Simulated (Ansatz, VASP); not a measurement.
# InP in VASP and in Ansatz

```
CELL_PARAMETERS angstrom
0.00000 3.31498 2.93050
3.31498 0.00000 2.93050
3.31498 3.31498 0.00000
ATOMIC_POSITIONS crystal
In 0.00000 0.00000 0.00000
P 0.75000 0.75000 0.75000
```

Change from the starting cell: strain +0.1312 x Voigt [1, 1, 0, 0, 0, 0], atoms carried along.

Alike in both runs: task single point; functional PBEsol; k mesh 8 × 8 × 8; occupations gaussian, width 0.05 eV; no spin polarisation.

```csv
,VASP,Ansatz
version,VASP 6.6.1,Ansatz 0.2.0
potentials or method,"VASP PAW PBE potentials, release 64 (In_d, P), cutoff 520 eV","scalar-relativistic, plane waves, PAW"
valence electrons in the cell,18,18
```

|  | VASP | Ansatz | Ansatz less VASP |
| --- | --- | --- | --- |
| gap on the k mesh at the Fermi level (eV) | 0.24 | 0.24 | 0.000 |
| least direct gap on the mesh (eV) | 0.39 | 0.39 | +0.001 |
| pressure (GPa) | -9.1 | -9.1 | +0.01 |
| traceless stress, the component that is largest in VASP (GPa) | 2.81 | 2.81 | +0.003 |

VASP's potentials were made for PBE, not for PBEsol.
